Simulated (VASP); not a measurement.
# MgO in VASP: further runs

Runs on MgO. Level: PBEsol. Tasks: single point.

Everything below comes from runs of VASP 6.6.1. Logs are shortened: lines on timing, memory, paths and dates and some standing lists are left out, and cuts for length are marked.

## 1. The cell of the first run

The typed cell holds 8 atoms: a = 3.303 Å, b = 3.303 Å, c = 10.039 Å, α = 90.00°, β = 90.00°, γ = 120.00°.

## 2. Single point, PBEsol (atoms displaced along a vibrational mode)

Contents of INCAR:

```
ALGO = Normal ; EDIFF = 1E-6
ENCUT = 600 ; GGA = PS
GGA_COMPAT = F ; ISIF = 2
ISMEAR = 0 ; LASPH = T
LCHARG = F ; LREAL = F
LWAVE = F ; NBANDS = 26
NELM = 120 ; PREC = Accurate
SIGMA = 0.05
```

Contents of KPOINTS:

```
k-points
0
Gamma
  9 9 4
```

Contents of POSCAR:

```
MgO
1.0
    3.3034678071      0.0000000000      0.0000000000
   -1.6517339036      2.8608870415      0.0000000000
    0.0000000000      0.0000000000     10.0387760228
Mg O
4 4
Direct
    0.2509956156      0.6666666667     -0.0038786962
    0.4156710511      0.6666666667      0.5075370382
    0.6196146229      0.3333333333      0.2496368060
    0.7137187104      0.3333333333      0.7540215360
    0.2836549019      0.6666666667      0.1952830690
    0.3830117647      0.6666666667      0.7056585890
    0.7437872471      0.3333333333      0.4528562646
    0.5895460863      0.3333333333      0.9480853934
```

Potentials or basis: VASP PAW PBE potentials, release 64 (Mg, O).

On the command line:

```console
$ cat potpaw_PBE.64/Mg/POTCAR potpaw_PBE.64/O/POTCAR > POTCAR
$ mpirun -np 1 vasp_std > vasp.out
```

OUTCAR:

```text
EDIFF = 1E-6
   ENCUT = 600
   GGA = PS
   ISIF = 2
   ISMEAR = 0
   LASPH = T
   LREAL = F
   NELM = 120
   PREC = Accurate

 ion  position               nearest neighbor table
   1  0.251  0.667  0.996-   8 1.95   8 1.97   8 1.98   5 2.00   4 2.88   4 3.12   3 3.12   3 3.18
                             3 3.24   4 3.34
   2  0.416  0.667  0.508-   7 1.97   7 1.98   6 1.99   7 2.00   3 3.02   4 3.06   4 3.13   4 3.19
                             3 3.24   3 3.45
   3  0.620  0.333  0.250-   5 1.98   5 1.98   5 1.99   7 2.08   2 3.02   1 3.12   1 3.18   1 3.24
                             2 3.24   2 3.45
   4  0.714  0.333  0.754-   6 1.96   6 1.97   6 1.98   8 1.99   1 2.88   2 3.06   1 3.12   2 3.13
                             2 3.19   1 3.34
   5  0.284  0.667  0.195-   3 1.98   3 1.98   3 1.99   1 2.00
   6  0.383  0.667  0.706-   4 1.96   4 1.97   4 1.98   2 1.99
   7  0.744  0.333  0.453-   2 1.97   2 1.98   2 2.00   3 2.08
   8  0.590  0.333  0.948-   1 1.95   1 1.97   1 1.98   4 1.99

  LATTYP: Found a hexagonal cell.
 ALAT       =     3.3034678071
 C/A-ratio  =     3.0388599523

  Lattice vectors:

 A1 = (   3.3034678071,   0.0000000000,   0.0000000000)
 A2 = (  -1.6517339036,   2.8608870415,   0.0000000000)
 A3 = (   0.0000000000,   0.0000000000,  10.0387760228)

Analysis of symmetry for initial positions (statically):
=====================================================================
 Subroutine PRICEL returns:
 Original cell was already a primitive cell.

 Routine SETGRP: Setting up the symmetry group for a
 hexagonal supercell.

 Subroutine GETGRP returns: Found  1 space group operations
 (whereof  1 operations were pure point group operations)
 out of a pool of 24 trial point group operations.

The static configuration has the point symmetry C_1 .

Analysis of symmetry for dynamics (positions and initial velocities):
=====================================================================
 Subroutine PRICEL returns:
 Original cell was already a primitive cell.

 Routine SETGRP: Setting up the symmetry group for a
 hexagonal supercell.

 Subroutine GETGRP returns: Found  1 space group operations
 (whereof  1 operations were pure point group operations)
 out of a pool of 24 trial point group operations.

The dynamic configuration has the point symmetry C_1 .

 Subroutine INISYM returns: Found  1 space group operations
 (whereof  1 operations are pure point group operations),
 and found     1 'primitive' translations

----------------------------------------------------------------------------------------

                                     Primitive cell

  volume of cell :      94.8749

  direct lattice vectors                    reciprocal lattice vectors
     3.303467807  0.000000000  0.000000000     0.302712198  0.174770969  0.000000000
    -1.651733904  2.860887041  0.000000000     0.000000000  0.349541938  0.000000000
     0.000000000  0.000000000 10.038776023     0.000000000  0.000000000  0.099613738

  length of vectors
     3.303467807  3.303467807 10.038776023     0.349541938  0.349541938  0.099613738

  position of ions in fractional coordinates (direct lattice)
     0.250995616  0.666666667  0.996121304
     0.415671051  0.666666667  0.507537038
     0.619614623  0.333333333  0.249636806
     0.713718710  0.333333333  0.754021536
     0.283654902  0.666666667  0.195283069
     0.383011765  0.666666667  0.705658589
     0.743787247  0.333333333  0.452856265
     0.589546086  0.333333333  0.948085393

  ion indices of the primitive-cell ions
   primitive index   ion index
                 1           1
                 2           2
                 3           3
                 4           4
                 5           5
                 6           6
                 7           7
                 8           8

----------------------------------------------------------------------------------------

 KPOINTS: k-points

Automatic generation of k-mesh.
 Grid dimensions read from file:
 generate k-points for:    9    9    4

 Generating k-lattice:

  Cartesian coordinates                     Fractional coordinates (reciprocal lattice)
     0.033634689  0.019418997  0.000000000     0.111111111 -0.000000000  0.000000000
     0.000000000  0.038837993  0.000000000     0.000000000  0.111111111  0.000000000
     0.000000000  0.000000000  0.024903434     0.000000000  0.000000000  0.250000000

  Length of vectors
     0.038837993  0.038837993  0.024903434

  Shift w.r.t. Gamma in fractional coordinates (k-lattice)
     0.000000000  0.000000000  0.000000000

 Subroutine IBZKPT returns following result:
 ===========================================

 Found    163 irreducible k-points:

 Following reciprocal coordinates:
            Coordinates               Weight
  0.000000  0.000000  0.000000      1.000000
  0.111111 -0.000000  0.000000      2.000000
  0.000000  0.111111  0.000000      2.000000
 -0.111111  0.111111  0.000000      2.000000
  0.222222  0.000000  0.000000      2.000000
  0.000000  0.222222  0.000000      2.000000
[... 16 lines left out ...]
  0.333333  0.111111  0.000000      2.000000
 -0.111111  0.444444  0.000000      2.000000
 [... further k-points ...]
   k-points           NKPTS =    163   k-points in BZ     NKDIM =    163   number of bands    NBANDS=     26
   number of dos      NEDOS =    301   number of ions     NIONS =      8
   total plane-waves  NPLWV =  62720
   dimension x,y,z NGX =    28 NGY =   28 NGZ =   80
   dimension x,y,z NGXF=    56 NGYF=   56 NGZF=  160
   ions per type =               4   4
   NGX,Y,Z   is equivalent  to a cutoff of  14.09, 14.09, 13.25 a.u.
   NGXF,Y,Z  is equivalent  to a cutoff of  28.18, 28.18, 26.50 a.u.
 SYSTEM =  unknown system
   PREC   = accura    normal or accurate (medium, high low for compatibility)
   ISTART =      0    job   : 0-new  1-cont  2-samecut
   ICHARG =      2    charge: 1-file 2-atom 10-const
   ISPIN  =      1    spin polarized calculation?
   LNONCOLLINEAR =      F non collinear calculations
   LSORBIT =      F    spin-orbit coupling
   LASPH  =      T    aspherical Exc in radial PAW
   ENCUT  =  600.0 eV  44.10 Ry    6.64 a.u.   6.60  6.60 20.05*2*pi/ulx,y,z
   NELM   =    120;   NELMIN=  2; NELMDL= -5     # of ELM steps
   EDIFF  = 0.1E-05   stopping-criterion for ELM
   LREAL  =      F    real-space projection
[... 7 lines left out ...]
   TEBEG  =    0.0;   TEEND  =   0.0 temperature during run
   PSTRESS=    0.0 pullay stress
   NELECT =      32.0000    total number of electrons
   NUPDOWN=      -1.0000    fix difference up-down
   EMIN   =  10.00;   EMAX   =-10.00  energy-range for DOS
   EFERMI =   0.00;   METHOD = LEGACY
   ISMEAR =     0;   SIGMA  =   0.05  broadening in eV -4-tet -1-fermi 0-gaus
   EFERMI_NEDOS =   21; number of points for ismear=-14 and -15
   IALGO  =     38    algorithm
   IMIX   =      4    mixing-type and parameters
     AMIX     =   0.40;   BMIX     =  1.00
     AMIX_MAG =   1.60;   BMIX_MAG =  1.00
  volume/ion in A,a.u.               =      11.86        80.03
  Fermi-wavevector in a.u.,A,eV,Ry     =   1.139570  2.153475 17.668792  1.298620
  Thomas-Fermi vector in A             =   2.276273
   LORBIT       =      0    0 simple, 1 ext, 2 COOP (PROOUT), +10 PAW based schemes
   GGA     = PS    functional components
   LHFCALC =     F    Hartree Fock is set to
   AEXX    =    0.0000 exact exchange contribution
   IVDW    =     0    specifies the selected vdW correction
   LEPSILON=     F    determine dielectric tensor
   LRPA    =     F    only Hartree local field effects (RPA)
 non-spin polarized calculation
 Gauss-broadening in eV      SIGMA  =   0.05
  energy-cutoff  :      600.00
  volume of cell :       94.87
 maximum number of plane-waves:      3244
   NGX = 13   NGY = 13   NGZ = 41

 number of electron      31.9999999 magnetization

 Free energy of the ion-electron system (eV)
  ---------------------------------------------------
  ext. energy  EPLUGINS =         0.00000000
  ---------------------------------------------------
  free energy    TOTEN  =       -48.81247811 eV

  energy without entropy =      -48.81247811  energy(sigma->0) =      -48.81247811

 E-fermi :   1.3855     XC(G=0):  -9.9663

 val. band max:        1.1194601952   @ k =   0.0000   0.0000   0.0000
 cond. band min:       4.2603269329   @ k =   0.0000   0.0000   0.0000
 fundamental gap:      3.1408667377
 Fermi energy:         1.3855183553

 k-point     1 :       0.0000    0.0000    0.0000
  band No.  band energies     occupation
      1     -15.2030      2.00000
      2     -14.7550      2.00000
      3     -14.7335      2.00000
      4     -14.3026      2.00000
      5      -2.3178      2.00000
      6      -1.0483      2.00000
[... 18 lines left out ...]
     25      14.9905      0.00000
     26      15.3140      0.00000

 k-point     2 :       0.1111   -0.0000    0.0000
  band No.  band energies     occupation
      1     -15.1427      2.00000
      2     -14.7098      2.00000
      3     -14.6881      2.00000
      4     -14.2793      2.00000
      5      -2.1989      2.00000
      6      -1.1428      2.00000
[... 18 lines left out ...]
     25      14.8714      0.00000
     26      15.1032      0.00000

 k-point     3 :       0.0000    0.1111    0.0000
  band No.  band energies     occupation
      1     -15.1417      2.00000
      2     -14.7111      2.00000
      3     -14.6881      2.00000
      4     -14.2795      2.00000
      5      -2.1981      2.00000
      6      -1.1356      2.00000
[... 572 lines left out ...]
 k-point    23 :       0.3333    0.1111    0.0000
  band No.  band energies     occupation
      1     -14.6774      2.00000
      2     -14.3850      2.00000
      3     -14.3454      2.00000
      4     -14.1625      2.00000
      5      -2.1496      2.00000
      6      -1.9423      2.00000
[... 18 lines left out ...]
     25      13.0598      0.00000
     26      14.0562      0.00000

 k-point    24 :      -0.1111    0.4444    0.0000
  band No.  band energies     occupation
      1     -14.6518      2.00000
      2     -14.4066      2.00000
      3     -14.3634      2.00000
      4     -14.1528      2.00000
      5      -2.0450      2.00000
      6      -1.9645      2.00000
[... 18 lines left out ...]
     25      13.1607      0.00000
     26      14.0897      0.00000

 [... further k-points ...]
[... 5 lines left out ...]
  --------------------------------------------------------------------------------------
  -------------------------------------------------------------------------------------
  Total       -1.1894344     -0.2858267      0.1598874     -0.0286169      0.0095197      0.1891748
  in kB      -20.0862808     -4.8268274      2.7000583     -0.4832614      0.1607608      3.1946436
  external PRESSURE =      -7.4043500 kB  Pullay stress =       0.0000000 kB

 VOLUME and BASIS-vectors are now :
 -----------------------------------------------------------------------------
  energy-cutoff  :      600.00
  volume of cell :       94.87
      direct lattice vectors                 reciprocal lattice vectors
     3.303467807  0.000000000  0.000000000     0.302712198  0.174770969  0.000000000
    -1.651733904  2.860887041  0.000000000     0.000000000  0.349541938  0.000000000
     0.000000000  0.000000000 10.038776023     0.000000000  0.000000000  0.099613738

 POSITION                                       TOTAL-FORCE (eV/Angst)
 -----------------------------------------------------------------------------------
     -0.27200      1.90726      9.99984         0.486178      0.092823      0.536995
      0.27200      1.90726      5.09505        -0.407712      0.067183     -0.176259
      1.49630      0.95363      2.50605         0.259607     -0.069110      0.113362
      1.80717      0.95363      7.56945        -0.255473     -0.099337     -0.047379
     -0.16411      1.90726      1.96040         0.128623      0.051289      0.129065
      0.16411      1.90726      7.08395        -0.211850      0.073559     -0.293978
      1.90650      0.95363      4.54612        -0.279634     -0.048262     -0.164650
      1.39697      0.95363      9.51762         0.280261     -0.068144     -0.097155
 -----------------------------------------------------------------------------------
    total drift:                               -0.000184     -0.000198      0.001212

  FREE ENERGIE OF THE ION-ELECTRON SYSTEM (eV)
  ---------------------------------------------------
  free  energy   TOTEN  =       -48.8124781106 eV

  energy  without entropy=      -48.8124781106  energy(sigma->0) =      -48.81247811
```

It took 3.3 min on 1 thread of Intel Xeon 6975P-C (Granite Rapids), shared host; peak memory 0.52 GiB.

Results:

```
Free energy            : -48.8125 eV
Pressure               : -0.7 GPa
Largest force          : 0.730 eV/Å
Band gap on the k mesh : 3.14 eV
```

Forces in eV/Å, atoms in the order of the input:
```
Mg   0.486  0.093  0.537
Mg  -0.408  0.067 -0.176
Mg   0.260 -0.069  0.113
Mg  -0.255 -0.099 -0.047
O    0.129  0.051  0.129
O   -0.212  0.074 -0.294
O   -0.280 -0.048 -0.165
O    0.280 -0.068 -0.097
```

Stress tensor (GPa, compression positive):
```
-2.01 -0.05  0.32
-0.05 -0.48  0.02
 0.32  0.02  0.27
```

Levels at points of the mesh, in eV from the valence-band top:
| k point | band 13 | band 14 | band 15 | band 16 | band 17 | band 18 | band 19 | band 20 |
| --- | --- | --- | --- | --- | --- | --- | --- | --- |
| (0.00, 0.00, 0.00) | -0.63 | -0.46 | -0.43 | 0.00 | 3.14 | 5.59 | 5.72 | 8.18 |
| (0.00, 0.00, 0.50) | -0.65 | -0.58 | -0.45 | -0.40 | 3.95 | 4.15 | 7.20 | 7.26 |

Caveat: the cell differs from its parent crystal (atoms displaced along a vibrational mode); the PAW data sets were made with another functional, which shifts forces and pressure a little; an odd mesh through Γ misses points on the zone boundary, where band edges can lie.

(Part 1 of 2 ends here.)
